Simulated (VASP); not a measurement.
A run of VASP 6.6.1:

INCAR

```
SYSTEM = Eu
PREC = Accurate ; ENCUT = 600
EDIFF = 1E-7 ; ISMEAR = -1
SIGMA = 0.08 ; LREAL = .False.
LASPH = .True. ; NELM = 150
ALGO = Normal ; ISIF = 3
LWAVE = .False. ; LCHARG = .False.
ISPIN = 2 ; MAGMOM = 7
LORBIT = 11 ; LMAXMIX = 6
GGA = PE ; IBRION = 2
NSW = 60 ; EDIFFG = -0.005
PSTRESS = 340.0
```

File KPOINTS:

```
regular mesh
0
Gamma
  15 15 15
  0 0 0
```

File POSCAR:

```
Eu
1.0
    0.0000000000      2.1660429967      2.1660429967
    2.1660429967      0.0000000000      2.1660429967
    2.1660429967      2.1660429967      0.0000000000
Eu
1
Direct
    0.0000000000      0.0000000000      0.0000000000
```

Potentials or basis: VASP PAW PBE potentials, release 64 (Eu).

Run with:

```sh
$ cat potpaw_PBE.64/Eu/POTCAR > POTCAR
$ mpirun -np 1 vasp_std > vasp.out
```

Hardware: 1 thread of Intel(R) Xeon(R) 6975P-C (Granite Rapids) (shared host).

Q: Estimate the wall time of this run.

A: It took 49 s on 1 thread of Intel(R) Xeon(R) 6975P-C (Granite Rapids), with other jobs on the host, peak memory 0.22 GiB. Counts: scf iterations 21, k points 120, ion steps 1.
